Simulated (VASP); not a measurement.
# Al5Si3C3N5 (P1) in VASP: notebook, part 2 of 3

VASP 6.6.1.

## (3) Single point, PBEsol

Contents of INCAR:

```
SYSTEM = Al5Si3C3N5
  PREC = Accurate
  ENCUT = 700
  EDIFF = 1E-6
  ISMEAR = -1
  SIGMA = 0.05
  LREAL = Auto
  LASPH = .True.
  NELM = 120
  ALGO = Normal
  ISIF = 2
  LWAVE = .False.
  LCHARG = .False.
  GGA = PS
  ISYM = -1
  NBANDS = 246
  GGA_COMPAT = .False.
```

Contents of KPOINTS:

```
explicit points
1
Reciprocal
  0.25000000   0.25000000   0.25000000 1
```

Contents of POSCAR:

```
Al5Si3C3N5
1.0
    9.2983570000      0.0000000000      0.0000000000
    0.0000000000     10.7368180000      0.0000000000
    0.0000000000      0.0000000000     10.0157290000
Si Al N C
18 30 30 18
Direct
    0.1653650000      0.0819690000      0.2509330000
    0.4980760000      0.0804130000      0.2494080000
    0.4972680000      0.0818040000      0.7460940000
    0.9990790000      0.8366800000      0.7496140000
    0.8352300000      0.0849480000      0.2475880000
    0.8380570000      0.0842450000      0.7462710000
    0.3335810000      0.8350090000      0.7471710000
    0.6658090000      0.8325860000      0.2453670000
    0.6675100000      0.8343470000      0.7462510000
    0.0006560000      0.1637060000      0.4979780000
    0.9995980000      0.1659190000      0.9985520000
    0.3287720000      0.1690600000      0.4958000000
    0.6678190000      0.1677070000      0.4966090000
    0.6652360000      0.1648920000      0.9970390000
    0.5015420000      0.9186740000      0.5001040000
    0.4979270000      0.9149430000      0.0015890000
    0.8323170000      0.9188760000      0.5015470000
    0.8360410000      0.9142210000      0.0005530000
    0.1707500000      0.0844250000      0.7497420000
    0.9994140000      0.3312110000      0.2486370000
    0.0031220000      0.3345990000      0.7490230000
    0.3335250000      0.3302280000      0.2512160000
    0.3346320000      0.3305360000      0.7487600000
    0.1666840000      0.5835050000      0.2474650000
    0.1631770000      0.5839270000      0.7494830000
    0.9990890000      0.8350430000      0.2451250000
    0.6723000000      0.3319630000      0.2477380000
    0.6684400000      0.3343990000      0.7477700000
    0.5011450000      0.5827190000      0.2467230000
    0.5006490000      0.5798960000      0.7491900000
    0.3363190000      0.8298250000      0.2493500000
    0.8330980000      0.5831130000      0.2499680000
    0.8351840000      0.5820210000      0.7470950000
    0.3325790000      0.1702120000      0.9986080000
    0.1687870000      0.4165600000      0.5003280000
    0.1663890000      0.4155410000      0.0009410000
    0.0014730000      0.6643520000      0.5007380000
    0.0027410000      0.6659540000      0.0010730000
    0.5006530000      0.4173870000      0.4982830000
    0.4985630000      0.4152170000      0.9983140000
    0.3327440000      0.6662310000      0.4997240000
    0.3361900000      0.6688260000      0.9998770000
    0.1598250000      0.9166200000      0.5019310000
    0.1659080000      0.9179060000      0.0008860000
    0.8317760000      0.4176410000      0.5004560000
    0.8323440000      0.4189220000      0.9983690000
    0.6669140000      0.6663440000      0.4991480000
    0.6659220000      0.6652310000      0.0004670000
    0.9975450000      0.1670580000      0.1874050000
    0.3343330000      0.1695170000      0.1878780000
    0.3299850000      0.1654410000      0.6891530000
    0.1668970000      0.4157350000      0.1891100000
    0.0008270000      0.6700910000      0.1831930000
    0.9994010000      0.6658720000      0.6891510000
    0.6685730000      0.1690220000      0.6890500000
    0.3315830000      0.6695490000      0.1863200000
    0.3339150000      0.6625770000      0.6931470000
    0.1659940000      0.9137030000      0.1889880000
    0.1658680000      0.9183950000      0.6879240000
    0.6675570000      0.6680430000      0.1894090000
    0.4963730000      0.9154450000      0.1920360000
    0.4970020000      0.9169650000      0.6876050000
    0.8349680000      0.9153550000      0.1918410000
    0.8302890000      0.9143910000      0.6870110000
    0.1679990000      0.0815450000      0.4365360000
    0.1654820000      0.0839270000      0.9408360000
    0.4963840000      0.0829860000      0.4382510000
    0.5005110000      0.0839200000      0.9411440000
    0.1663510000      0.5835230000      0.4360930000
    0.9970820000      0.8352490000      0.4379270000
    0.9972560000      0.8337510000      0.9373230000
    0.8332690000      0.0811530000      0.4355640000
    0.8324880000      0.0835650000      0.9406750000
    0.4963660000      0.5855960000      0.4400670000
    0.3349420000      0.8308450000      0.4402480000
    0.3364480000      0.8313360000      0.9369860000
    0.6656530000      0.8334560000      0.4398720000
    0.6672180000      0.8325330000      0.9377360000
    0.0008990000      0.1670160000      0.6935300000
    0.1684650000      0.4177510000      0.6907180000
    0.6663860000      0.1627370000      0.1855300000
    0.5002230000      0.4177800000      0.1921730000
    0.5050840000      0.4183220000      0.6917900000
    0.8320920000      0.4176150000      0.1857070000
    0.8315860000      0.4169540000      0.6879870000
    0.6661440000      0.6641720000      0.6893570000
    0.0008830000      0.3332920000      0.4376300000
    0.9987080000      0.3323500000      0.9397250000
    0.3315530000      0.3312730000      0.4387020000
    0.3324160000      0.3334350000      0.9377870000
    0.1665420000      0.5837910000      0.9413320000
    0.6636820000      0.3345990000      0.4369110000
    0.6659180000      0.3294530000      0.9366420000
    0.5004540000      0.5851400000      0.9388520000
    0.8373570000      0.5830720000      0.4414500000
    0.8381200000      0.5825200000      0.9390010000
```

Potentials or basis: VASP PAW PBE potentials, release 64 (Si, Al, N, C).

Run with:

```console
> cat potpaw_PBE.64/Si/POTCAR potpaw_PBE.64/Al/POTCAR potpaw_PBE.64/N/POTCAR potpaw_PBE.64/C/POTCAR > POTCAR
> mpirun -np 1 vasp_std > vasp.out
```

Wall time 17 min (1 thread of Intel Xeon Platinum 8559C (Emerald Rapids), shared host); peak memory 1.4 GiB.

It converged, with:

- Free energy: -695.9683 eV
- Pressure: 6.5 GPa
- Largest force: 5.719 eV/Å

Forces on the atoms (eV/Å):
```
Si   0.397  0.008 -0.560
Si   0.139  1.819 -0.400
Si   0.198  1.789  0.689
Si   0.683 -3.266  0.073
Si  -0.533  0.643  0.053
Si  -0.060  1.186  0.035
Si  -1.021 -3.339  0.522
Si   0.187 -2.965  0.552
Si  -0.245 -4.071 -0.353
Si   0.111  4.347  0.929
Si   1.152  3.717 -1.413
Si   0.046  3.531  0.252
Si  -0.119  3.205  0.240
Si  -0.010  3.971 -0.038
Si   0.266 -0.721 -0.446
Si   0.017 -0.336 -0.991
Si  -0.431 -0.885 -0.622
Si  -0.248 -0.363 -0.676
Al  -1.011  0.335  1.169
Al   0.091  3.228 -0.435
Al  -0.784  1.538  0.181
Al  -0.263  3.072 -0.831
Al   0.375  2.092  0.422
Al  -0.315 -0.853 -0.603
Al   0.395 -0.749  1.365
Al   0.787 -3.063  1.054
Al  -0.990  1.776 -0.459
Al   0.020  1.218  0.487
Al  -0.881 -0.252  0.709
Al  -0.330  0.109  1.030
Al  -1.508 -1.949  0.523
Al   1.003 -0.433  0.008
Al  -0.048 -0.440  0.868
Al  -0.569  1.644 -0.349
Al  -0.634  0.632  0.277
Al   0.228  0.783  0.444
Al  -0.115 -1.336 -0.475
Al  -0.385 -1.678 -0.100
Al  -0.573  0.912  0.498
Al   0.068  0.866  0.291
Al   0.132 -2.360  0.178
Al  -0.582 -2.645  0.225
Al   0.831 -0.675 -0.705
Al   0.293 -0.269 -0.418
Al   0.247 -0.048 -0.291
Al  -0.305 -0.076 -0.165
Al  -0.125 -2.664 -0.257
Al   0.730 -2.241 -0.518
N    0.932 -3.961 -0.744
N   -0.759 -4.976  0.927
N    2.874 -3.239 -1.963
N    0.078 -0.636  0.697
N    0.042  1.959  1.808
N    0.765  5.100  0.100
N   -0.658 -4.364 -0.481
N    0.463  1.513  1.190
N   -0.600  5.028 -0.968
N    0.582  2.959  0.625
N    0.312 -1.690  1.354
N   -0.373  4.542  0.821
N    1.773  1.103 -1.051
N   -0.286  1.202 -0.275
N   -1.774  1.420 -1.332
N    0.719  1.257  0.159
N    0.126 -0.395 -0.866
N   -1.182 -1.284  0.896
N   -0.546 -1.665 -0.191
N    0.952 -2.862 -1.349
N    0.737  1.689  0.117
N   -1.582  2.112  0.635
N   -1.001  2.649 -0.910
N    0.297 -1.566 -0.623
N   -0.165 -2.452 -0.397
N    0.084  1.448 -0.664
N    1.205  2.977  0.639
N    0.879  3.506 -1.090
N   -0.181  3.010 -1.840
N    0.271  3.907  0.262
C   -1.704 -3.801 -2.276
C    0.254  0.212 -0.804
C   -0.109 -4.188  0.040
C   -0.098 -0.919  0.176
C   -1.138 -1.221 -1.404
C    1.033 -0.375  0.831
C    0.878 -0.492  0.306
C   -0.105  5.688  0.586
C   -0.013 -4.619  0.791
C    0.119 -4.533  1.291
C    0.409 -3.890  1.059
C   -0.059 -2.081  0.082
C    0.657  1.554 -0.274
C    0.668 -4.925  1.161
C    0.167 -4.353  1.101
C    0.129  0.947  0.620
C   -0.747  1.760 -0.644
C   -0.633  2.205 -0.099
```

Stress tensor (GPa, compression positive):
```
7.00 0.60 0.08
0.60 2.96 0.33
0.08 0.33 9.57
```

Levels at points of the mesh, in eV from the Fermi level:
```
           k point  band 189  band 190  band 191  band 192  band 193  band 194  band 195  band 196
(0.25, 0.25, 0.25)     -0.27     -0.13     -0.08     -0.02      0.04      0.07      0.12      0.15
```

Caveat: the stress differs along the axes, from 3 to 10 GPa; the PAW data sets were made with another functional, which shifts forces and pressure a little.

## (4) Single point, PBEsol

This run uses another cell than the first one, of 10.72 Å³/atom.

Contents of INCAR:

```
ALGO     = Normal         # electronic algorithm
EDIFF    = 1E-6           # SCF threshold, eV
ENCUT    = 700            # plane-wave cutoff, eV
GGA      = PS             # functional
GGA_COMPAT= False        
ISIF     = 2              # what is computed and relaxed
ISMEAR   = -1             # smearing method
ISYM     = -1           
LASPH    = True           # aspherical terms in the spheres
LCHARG   = False          # write CHGCAR
LREAL    = Auto         
LWAVE    = False          # write WAVECAR
NBANDS   = 246            # bands
NELM     = 120            # most SCF steps
PREC     = Accurate       # precision mode
SIGMA    = 0.05           # smearing width, eV
```

KPOINTS is that of step 3.

Contents of POSCAR:

```
Al5Si3C3N5
1.0
    9.2746622730      0.0000000000      0.0000000000
    0.0000000000     10.9595550728      0.0000000000
    0.0000000000      0.0000000000     10.1220583436
Si Al N C
18 30 30 18
Direct
    0.1671400000      0.0714080000      0.2548190000
    0.5006720000      0.0781760000      0.2475450000
    0.5003980000      0.0796820000      0.7467190000
    0.0021620000      0.8321220000      0.7612940000
    0.8300840000      0.0779410000      0.2438850000
    0.8372670000      0.0804010000      0.7497700000
    0.3325690000      0.8311930000      0.7568670000
    0.6641270000      0.8301310000      0.2250440000
    0.6714050000      0.8401410000      0.7391750000
    0.0015990000      0.1701760000      0.4996930000
    0.0075270000      0.1643370000      0.0011140000
    0.3340910000      0.1680470000      0.4984360000
    0.6689330000      0.1607700000      0.4962850000
    0.6661990000      0.1695370000      0.9972830000
    0.5292460000      0.9132950000      0.5033410000
    0.5033630000      0.9205100000      0.9906150000
    0.7985600000      0.9140920000      0.4954140000
    0.8321750000      0.9198460000      0.9910960000
    0.1679010000      0.0843220000      0.7573470000
    0.9985590000      0.3479380000      0.2466740000
    0.0001430000      0.3307860000      0.7546000000
    0.3307250000      0.3415020000      0.2497240000
    0.3338370000      0.3505020000      0.7571960000
    0.1665130000      0.5886420000      0.2496370000
    0.1651470000      0.5910180000      0.7608380000
    0.9940880000      0.8298160000      0.2610760000
    0.6685850000      0.3329130000      0.2498920000
    0.6647780000      0.3510830000      0.7451510000
    0.5003550000      0.5837770000      0.2455810000
    0.5002360000      0.5916100000      0.7534860000
    0.3372300000      0.8308430000      0.2617620000
    0.8344200000      0.5824390000      0.2454110000
    0.8338150000      0.5910710000      0.7470560000
    0.3285590000      0.1657790000      0.0023470000
    0.1635610000      0.4182390000      0.4988270000
    0.1673470000      0.4243590000      0.0019350000
    0.9956890000      0.6658750000      0.5030670000
    0.9958240000      0.6624130000      0.0096860000
    0.4996350000      0.4150740000      0.4870720000
    0.5005960000      0.4185610000      0.0013680000
    0.3383280000      0.6665460000      0.5034310000
    0.3374730000      0.6610710000      0.0114090000
    0.1638990000      0.9140710000      0.5102270000
    0.1666760000      0.9119130000      0.0097150000
    0.8353520000      0.4131770000      0.4952170000
    0.8302170000      0.4183000000      0.9917110000
    0.6651860000      0.6520360000      0.4963610000
    0.6682070000      0.6564970000      0.9950160000
    0.0021930000      0.1308080000      0.1833650000
    0.3307150000      0.1340520000      0.1937740000
    0.3449490000      0.1399870000      0.6750870000
    0.1672230000      0.4236160000      0.1934940000
    0.0007490000      0.6786170000      0.1955320000
    0.0050600000      0.6918940000      0.6915800000
    0.6666960000      0.1289070000      0.6796990000
    0.3344440000      0.6786530000      0.1982880000
    0.3306430000      0.6892580000      0.6910620000
    0.1667570000      0.9172640000      0.2032260000
    0.1685450000      0.9100950000      0.7065560000
    0.6654900000      0.6839430000      0.1811140000
    0.5041080000      0.9190360000      0.1724750000
    0.4917910000      0.9205280000      0.7009150000
    0.8260840000      0.9174430000      0.1733180000
    0.8447140000      0.9202540000      0.7205400000
    0.1686470000      0.0775220000      0.4354470000
    0.1590920000      0.0741240000      0.9482750000
    0.5008420000      0.0715990000      0.4332390000
    0.5060030000      0.0739270000      0.9285340000
    0.1695500000      0.5968640000      0.4390440000
    0.9781220000      0.8504760000      0.4500060000
    0.9915450000      0.8468500000      0.9401990000
    0.8293040000      0.0716540000      0.4251330000
    0.8344000000      0.0779420000      0.9378130000
    0.4954540000      0.5885030000      0.4322280000
    0.3528320000      0.8474490000      0.4515960000
    0.3445180000      0.8508150000      0.9347300000
    0.6602490000      0.8440110000      0.3927270000
    0.6671330000      0.8577120000      0.9321450000
    0.9932420000      0.1497910000      0.6793550000
    0.1618760000      0.4283360000      0.6878450000
    0.6644920000      0.1452990000      0.1799250000
    0.5004700000      0.4172070000      0.1942660000
    0.4957200000      0.4297030000      0.6766000000
    0.8308260000      0.4179990000      0.1819980000
    0.8411060000      0.4234990000      0.6863700000
    0.6636960000      0.6928930000      0.6822460000
    0.0039110000      0.3146640000      0.4321160000
    0.0046370000      0.3144730000      0.9494720000
    0.3287180000      0.3156710000      0.4390700000
    0.3304890000      0.3231760000      0.9433880000
    0.1667370000      0.5974160000      0.9486600000
    0.6672220000      0.3097010000      0.4444870000
    0.6638630000      0.3133890000      0.9299110000
    0.4983270000      0.5884230000      0.9406240000
    0.8351350000      0.5834950000      0.4344020000
    0.8365700000      0.5892500000      0.9351030000
```

Run with:

```console
> cat potpaw_PBE.64/Si/POTCAR potpaw_PBE.64/Al/POTCAR potpaw_PBE.64/N/POTCAR potpaw_PBE.64/C/POTCAR > POTCAR
> mpirun -np 1 vasp_std > vasp.out
```

Run time: 14 min. Hardware: 1 thread of Intel Xeon Platinum 8559C (Emerald Rapids), shared host; peak memory 1.4 GiB.

It converged, with:

```yaml
Free_energy: -714.0177 eV
Pressure: 0.0 GPa
Largest_force: 0.116 eV/Å
```

Forces in eV/Å, atoms in the order of the input:
```
Si  -0.008  0.034  0.007
Si   0.002  0.018  0.011
Si   0.001  0.037  0.010
Si   0.005  0.039 -0.003
Si   0.001  0.020  0.005
Si  -0.009  0.024  0.004
Si   0.008  0.041  0.004
Si   0.004  0.058 -0.001
Si   0.000  0.032  0.010
Si  -0.008 -0.025  0.000
Si  -0.006  0.010  0.011
Si   0.002 -0.005  0.011
Si  -0.002 -0.012  0.018
Si  -0.004 -0.008  0.011
Si  -0.007 -0.008  0.008
Si  -0.009  0.008  0.015
Si   0.010 -0.005  0.017
Si   0.005  0.015 -0.001
Al   0.004  0.014  0.003
Al   0.013  0.001  0.003
Al   0.021  0.025 -0.013
Al  -0.003 -0.001  0.015
Al  -0.012  0.036 -0.029
Al   0.001 -0.021  0.017
Al  -0.004 -0.025 -0.078
Al   0.002  0.039  0.020
Al   0.008  0.007  0.009
Al   0.000  0.027 -0.022
Al   0.006 -0.011  0.013
Al  -0.002 -0.021 -0.071
Al   0.000  0.042  0.014
Al  -0.008 -0.016  0.005
Al   0.003 -0.019 -0.076
Al   0.000 -0.010  0.014
Al   0.009 -0.007  0.004
Al  -0.007 -0.075  0.006
Al   0.012  0.004  0.007
Al  -0.009  0.080  0.083
Al  -0.002 -0.015  0.000
Al   0.005 -0.074  0.004
Al  -0.004 -0.002  0.011
Al   0.002  0.074  0.080
Al  -0.001  0.011  0.002
Al   0.004  0.008  0.013
Al   0.009 -0.021 -0.007
Al   0.021 -0.086  0.006
Al  -0.013  0.002  0.006
Al  -0.003  0.064  0.071
N   -0.002 -0.005 -0.006
N    0.003  0.004 -0.022
N   -0.026 -0.014  0.010
N   -0.001  0.024 -0.017
N   -0.004 -0.034 -0.044
N    0.002 -0.060 -0.005
N    0.008 -0.004  0.002
N    0.003 -0.031 -0.045
N   -0.001 -0.058 -0.005
N    0.002 -0.048 -0.016
N   -0.001  0.005 -0.003
N    0.003 -0.073 -0.054
N   -0.011 -0.024  0.001
N    0.004 -0.018  0.004
N    0.007 -0.022  0.005
N   -0.010 -0.015  0.021
N   -0.003 -0.025  0.009
N    0.022 -0.017 -0.010
N   -0.001 -0.007  0.009
N   -0.003  0.007  0.007
N   -0.009  0.008 -0.006
N    0.018 -0.019 -0.004
N    0.032 -0.038  0.016
N    0.014 -0.004  0.003
N   -0.004 -0.001  0.001
N    0.004  0.005 -0.009
N   -0.016 -0.015  0.001
N   -0.026 -0.034  0.013
N   -0.009 -0.009  0.016
N    0.002 -0.026 -0.006
C    0.022  0.001  0.002
C    0.004  0.003  0.022
C    0.004  0.001 -0.008
C   -0.008  0.011 -0.014
C    0.006  0.004  0.021
C   -0.016  0.025 -0.001
C   -0.031  0.003  0.017
C   -0.009 -0.055 -0.007
C   -0.010  0.044 -0.027
C   -0.019  0.060 -0.001
C    0.004  0.046 -0.024
C    0.013  0.047  0.019
C    0.011 -0.026 -0.028
C   -0.001  0.056 -0.019
C   -0.004  0.063  0.001
C   -0.011 -0.023 -0.030
C    0.005  0.003 -0.001
C    0.010 -0.019 -0.032
```

Stress tensor (GPa, compression positive):
```
-0.01  0.24  0.07
 0.24  0.02  0.92
 0.07  0.92 -0.02
```

Levels at points of the mesh, in eV from the Fermi level:
| k point | band 188 | band 189 | band 190 | band 191 | band 192 | band 193 | band 194 | band 195 | band 196 | band 197 |
| --- | --- | --- | --- | --- | --- | --- | --- | --- | --- | --- |
| (0.25, 0.25, 0.25) | -0.61 | -0.38 | -0.32 | -0.30 | -0.14 | 0.14 | 0.62 | 1.11 | 1.17 | 1.28 |

Caveat: the PAW data sets were made with another functional, which shifts forces and pressure a little.

(Continued in part 3 of 3.)
